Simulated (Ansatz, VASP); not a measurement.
# Os: VASP beside Ansatz

```
CELL_PARAMETERS angstrom
4.45095 0.00000 0.00000
-2.22547 3.85463 0.00000
0.00000 0.00000 2.80283
ATOMIC_POSITIONS crystal
Os 0.00000 0.00000 0.00000
Os 0.33333 0.66667 0.50000
Os 0.66667 0.33333 0.50000
```

Alike in both runs: task single point; functional RPBE; k mesh 10 × 10 × 13; occupations fermi-dirac, width 0.1 eV; no spin polarisation.

|  | VASP | Ansatz |
| --- | --- | --- |
| version | VASP 6.6.1 | Ansatz 0.2.0 |
| potentials or method | VASP PAW PBE potentials, release 64 (Os), cutoff 520 eV | plane waves (420 eV) with PAW, scalar-relativistic |
| valence electrons in the cell | 24 | 48 |

|  | VASP | Ansatz | Ansatz less VASP |
| --- | --- | --- | --- |
| pressure (GPa) | -23.5 | -22.8 | +0.64 |
| traceless stress, the component that is largest in VASP (GPa) | 2.81 | 2.66 | -0.145 |

VASP's potentials were made for PBE, not for RPBE. VASP's potentials hold 24 valence electrons a cell and Ansatz's 48, so a difference there can come from the potentials and not from the codes.

Neither program's run includes spin-orbit coupling.
